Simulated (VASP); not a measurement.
# RbBr (Pm-3m) in VASP: notebook, part 2 of 2

VASP 6.6.1.

### 4 Vibrations by perturbation theory, LDA

This run uses another cell than the first one, of 21.80 Å³/atom.

INCAR reads:

```
SYSTEM = RbBr
ALGO = Normal
EDIFF = 1E-8
ENCUT = 520
GGA = CA
IBRION = 8
ISIF = 2
ISMEAR = 0
LASPH = .True.
LCHARG = .False.
LEPSILON = .True.
LREAL = .False.
LWAVE = .False.
NELM = 80
NSW = 1
PREC = Accurate
SIGMA = 0.01
```

KPOINTS reads:

```
k-points
0
Gamma
  6 6 6
  0 0 0
```

POSCAR reads:

```
RbBr
1.0
    3.5193598144      0.0000000000      0.0000000000
    0.0000000000      3.5193598144      0.0000000000
    0.0000000000      0.0000000000      3.5193598144
Rb Br
1 1
Direct
    0.0000000000      0.0000000000      0.0000000000
    0.5000000000      0.5000000000      0.5000000000
```

Potentials or basis: VASP PAW LDA potentials, release 64 (Rb_sv, Br).

Launch:

```console
$ cat potpaw_LDA.64/Rb_sv/POTCAR potpaw_LDA.64/Br/POTCAR > POTCAR
$ mpirun -np 1 vasp_std > vasp.out
```

OUTCAR:

```text
SYSTEM = RbBr
   EDIFF = 1E-8
   ENCUT = 520
   GGA = CA
   IBRION = 8
   ISIF = 2
   ISMEAR = 0
   LASPH = .True.
   LEPSILON = .True.
   LREAL = .False.
   NELM = 80
   NSW = 1
   PREC = Accurate

 ion  position               nearest neighbor table
   1  0.000  0.000  0.000-   2 3.05   2 3.05   2 3.05   2 3.05   2 3.05   2 3.05   2 3.05   2 3.05

   2  0.500  0.500  0.500-   1 3.05   1 3.05   1 3.05   1 3.05   1 3.05   1 3.05   1 3.05   1 3.05

  LATTYP: Found a simple cubic cell.
 ALAT       =     3.5193598144

  Lattice vectors:

 A1 = (   3.5193598144,   0.0000000000,   0.0000000000)
 A2 = (   0.0000000000,   3.5193598144,   0.0000000000)
 A3 = (   0.0000000000,   0.0000000000,   3.5193598144)

Analysis of symmetry for initial positions (statically):
[... 596 lines left out ...]
  z     0.00000     0.00000     0.00000     0.00000     0.00000     0.00000

 SECOND DERIVATIVES (NOT SYMMETRIZED)
 ------------------------------------
               1X          1Y          1Z          2X          2Y          2Z
  1X    -5.581414   -0.000000   -0.000000    5.581414    0.000000    0.000000
  1Y    -0.000000   -5.581414    0.000000    0.000000    5.581414   -0.000000
  1Z    -0.000000    0.000000   -5.581414    0.000000   -0.000000    5.581414
  2X     5.578198    0.000000   -0.000000   -5.578198   -0.000000    0.000000
  2Y     0.000000    5.578198    0.000000   -0.000000   -5.578198   -0.000000
  2Z     0.000000    0.000000    5.578198   -0.000000   -0.000000   -5.578198

 Eigenvectors and eigenvalues of the dynamical matrix
 ----------------------------------------------------

   1 f  =    5.746496 THz    36.106300 2PiTHz  191.682479 cm-1    23.765588 meV
             X         Y         Z           dx          dy          dz
      0.000000  0.000000  0.000000     0.000000   -0.695213    0.000000
      1.759680  1.759680  1.759680     0.000000    0.718804    0.000000
[... 21 lines left out ...]
   6 f/i=    0.000828 THz     0.005200 2PiTHz    0.027607 cm-1     0.003423 meV
             X         Y         Z           dx          dy          dz
      0.000000  0.000000  0.000000     0.718804    0.000000   -0.000000
      1.759680  1.759680  1.759680     0.695213    0.000000    0.000000

--------------------------------------------------------------------------------------------------------

 MACROSCOPIC STATIC DIELECTRIC TENSOR IONIC CONTRIBUTION
 ------------------------------------------------------
           1.125436    -0.000000    -0.000000
          -0.000000     1.125436    -0.000000
          -0.000000    -0.000000     1.125436
 ------------------------------------------------------

 ELASTIC MODULI CONTR FROM IONIC RELAXATION (kBar)
 Direction    XX          YY          ZZ          XY          YZ          ZX
 --------------------------------------------------------------------------------
 XX           0.0000      0.0000      0.0000      0.0000      0.0000      0.0000
 YY           0.0000      0.0000      0.0000      0.0000      0.0000      0.0000
 ZZ           0.0000      0.0000      0.0000      0.0000      0.0000      0.0000
 XY           0.0000      0.0000      0.0000      0.0000      0.0000      0.0000
 YZ           0.0000      0.0000      0.0000      0.0000      0.0000      0.0000
 ZX           0.0000      0.0000      0.0000      0.0000      0.0000      0.0000
 --------------------------------------------------------------------------------

 PIEZOELECTRIC TENSOR IONIC CONTR  for field in x, y, z        (C/m^2)
          XX          YY          ZZ          XY          YZ          ZX
  --------------------------------------------------------------------------------
  x     0.00000     0.00000     0.00000     0.00000     0.00000     0.00000
  y     0.00000     0.00000     0.00000     0.00000     0.00000     0.00000
  z     0.00000     0.00000     0.00000     0.00000     0.00000     0.00000
```

OSZICAR:

```text
N       E                     dE             d eps       ncg     rms          rms(c)
DAV:   1     0.797621435211E+02    0.79762E+02   -0.78132E+03   480   0.125E+03
DAV:   2    -0.207448705412E+01   -0.81837E+02   -0.75601E+02   676   0.205E+02
[... 213 lines left out ...]
RMM:   8    -0.139509399102E+00   -0.66759E-07   -0.70806E-06  1978   0.597E-04    0.333E-04
RMM:   9    -0.139509686092E+00   -0.28699E-06    0.25958E-06  1996   0.252E-04    0.820E-05
RMM:  10    -0.139509609418E+00    0.76674E-07    0.63458E-07  2119   0.982E-05    0.426E-05
RMM:  11    -0.139509527414E+00    0.82004E-07    0.28565E-07  2000   0.552E-05    0.124E-05
RMM:  12    -0.139509556603E+00   -0.29189E-07   -0.23626E-08  1876   0.469E-05    0.110E-06
RMM:  13    -0.139509559032E+00   -0.24287E-08    0.76719E-08  1729   0.397E-05    0.173E-06
 Linear response finished
```

Wall time 90 s (1 thread of Intel Xeon 6975P-C (Granite Rapids), shared host); peak memory 0.19 GiB.

Results:

```yaml
Electronic_dielectric_tensor_diagonal: 4.08
Born_charges_mean_of_the_diagonal: Rb +1.23; Br -1.23 e
Highest_phonon_frequency_at_Γ_LO-TO_splitting_left_out: 192 cm⁻¹
```

Phonon frequencies in cm⁻¹ (negative: imaginary):
| q point | frequencies |
| --- | --- |
| (0.000, 0.000, 0.000) | 0 0 0 192 192 192 |

Electronic dielectric tensor:
```
4.08 0.00 0.00
0.00 4.08 0.00
0.00 0.00 4.08
```

Born effective charge tensors (e):
atom 1, Rb
```
1.23 0.00 0.00
0.00 1.23 0.00
0.00 0.00 1.23
```
atom 2, Br
```
-1.23  0.00  0.00
 0.00 -1.23  0.00
 0.00  0.00 -1.23
```

Caveat: the cell stands under pressure or tension, which shifts response properties.

### 5 Vibrations by perturbation theory, LDA

This run uses another cell than the first one, of 23.85 Å³/atom.

INCAR reads:

```
SYSTEM = RbBr
PREC     = Accurate       ! precision mode
ENCUT    = 520            ! plane-wave cutoff, eV
EDIFF    = 1E-8           ! SCF threshold, eV
ISMEAR   = 0              ! smearing method
SIGMA    = 0.01           ! smearing width, eV
LREAL    = .False.        ! projectors in reciprocal space
LASPH    = .True.         ! aspherical terms in the spheres
NELM     = 80             ! most SCF steps
ALGO     = Normal         ! electronic algorithm
ISIF     = 2              ! what is computed and relaxed
LWAVE    = .False.        ! write WAVECAR
LCHARG   = .True.         ! write CHGCAR
GGA      = CA             ! functional
IBRION   = 8              ! ionic algorithm
NSW      = 1              ! ionic steps
LEPSILON = .True.         ! dielectric tensor by DFPT
```

KPOINTS reads:

```
Automatic mesh
0
Gamma
  6 6 6
  0 0 0
```

POSCAR reads:

```
RbBr
1.0
    3.6268717094      0.0000000000      0.0000000000
    0.0000000000      3.6268717094      0.0000000000
    0.0000000000      0.0000000000      3.6268717094
Rb Br
1 1
Direct
    0.0000000000      0.0000000000      0.0000000000
    0.5000000000      0.5000000000      0.5000000000
```

Potentials or basis: VASP PAW LDA potentials, release 64 (Rb_sv, Br).

Launch:

```console
$ cat potpaw_LDA.64/Rb_sv/POTCAR potpaw_LDA.64/Br/POTCAR > POTCAR
$ mpirun -np 1 vasp_std > vasp.out
```

OUTCAR:

```text
SYSTEM = RbBr
   PREC = Accurate
   ENCUT = 520
   EDIFF = 1E-8
   ISMEAR = 0
   LREAL = .False.
   LASPH = .True.
   NELM = 80
   ISIF = 2
   GGA = CA
   IBRION = 8
   NSW = 1
   LEPSILON = .True.

 ion  position               nearest neighbor table
   1  0.000  0.000  0.000-   2 3.14   2 3.14   2 3.14   2 3.14   2 3.14   2 3.14   2 3.14   2 3.14

   2  0.500  0.500  0.500-   1 3.14   1 3.14   1 3.14   1 3.14   1 3.14   1 3.14   1 3.14   1 3.14

  LATTYP: Found a simple cubic cell.
[... 645 lines left out ...]
   6 f/i=    0.000106 THz     0.000666 2PiTHz    0.003536 cm-1     0.000438 meV
             X         Y         Z           dx          dy          dz
      0.000000  0.000000  0.000000     0.718701    0.016095   -0.003198
      1.813436  1.813436  1.813436     0.694944    0.015563   -0.003092

--------------------------------------------------------------------------------------------------------

 MACROSCOPIC STATIC DIELECTRIC TENSOR IONIC CONTRIBUTION
 ------------------------------------------------------
           1.393594    -0.000000     0.000000
          -0.000000     1.393594    -0.000000
           0.000000    -0.000000     1.393594
 ------------------------------------------------------

 ELASTIC MODULI CONTR FROM IONIC RELAXATION (kBar)
 Direction    XX          YY          ZZ          XY          YZ          ZX
 --------------------------------------------------------------------------------
 XX           0.0000      0.0000      0.0000      0.0000      0.0000      0.0000
 YY           0.0000      0.0000      0.0000      0.0000      0.0000      0.0000
 ZZ           0.0000      0.0000      0.0000      0.0000      0.0000      0.0000
 XY           0.0000      0.0000      0.0000      0.0000      0.0000      0.0000
 YZ           0.0000      0.0000      0.0000      0.0000      0.0000      0.0000
 ZX           0.0000      0.0000      0.0000      0.0000      0.0000      0.0000
 --------------------------------------------------------------------------------

 PIEZOELECTRIC TENSOR IONIC CONTR  for field in x, y, z        (C/m^2)
          XX          YY          ZZ          XY          YZ          ZX
  --------------------------------------------------------------------------------
  x     0.00000     0.00000     0.00000     0.00000     0.00000     0.00000
  y     0.00000     0.00000     0.00000     0.00000     0.00000     0.00000
  z     0.00000     0.00000     0.00000     0.00000     0.00000     0.00000
```

stdout:

```text
POSCAR found type information on POSCAR RbBr
 POSCAR found :  2 types and       2 ions
 scaLAPACK will be used
 LDA part: xc-table for (Slater(with rela. corr.)+CA(PZ))
 , standard interpolation
 POSCAR, INCAR and KPOINTS ok, starting setup
 FFT: planning ... GRIDC
 FFT: planning ... GRID_SOFT
 FFT: planning ... GRID
 WAVECAR not read
 entering main loop
[... 23 lines left out ...]
  Direction:   3
 dielectric tensor                  component  3 :     0.073     0.088     3.787
 Linear response DOF=           2
 Linear response progress:
 first order change of Fermi-energy   0.62096E-03
 force on displaced ion       1 direction 1 :  -4.058  -0.000   0.000
 Born effective charge ion    1 direction 1 :   1.215   0.000   0.000
 Linear response progress:
 first order change of Fermi-energy   0.15960E-03
 force on displaced ion       2 direction 1 :  -4.058   0.000   0.000
 Born effective charge ion    2 direction 1 :  -1.227   0.000   0.000
 Born effective charges drift removed
 Linear response finished
```

Run time: 97 s. Hardware: 1 thread of Intel Xeon 6975P-C (Granite Rapids), shared host; peak memory 0.2 GiB.

What came out:

```
Electronic dielectric tensor (diagonal)                 : 3.79
Born charges (mean of the diagonal)                     : Rb +1.22; Br -1.22 e
Highest phonon frequency at Γ, LO-TO splitting left out : 163 cm⁻¹
```

Phonon frequencies in cm⁻¹ (negative: imaginary):
```tsv
q point	frequencies
(0.000, 0.000, 0.000)	0 0 0 163 163 163
```

Electronic dielectric tensor:
```
3.79 0.00 0.00
0.00 3.79 0.00
0.00 0.00 3.79
```

Born effective charge tensors (e):
atom 1, Rb
```
1.22 0.00 0.00
0.00 1.22 0.00
0.00 0.00 1.22
```
atom 2, Br
```
-1.22  0.00  0.00
 0.00 -1.22  0.00
 0.00  0.00 -1.22
```

Caveat: the cell stands under pressure or tension, which shifts response properties.
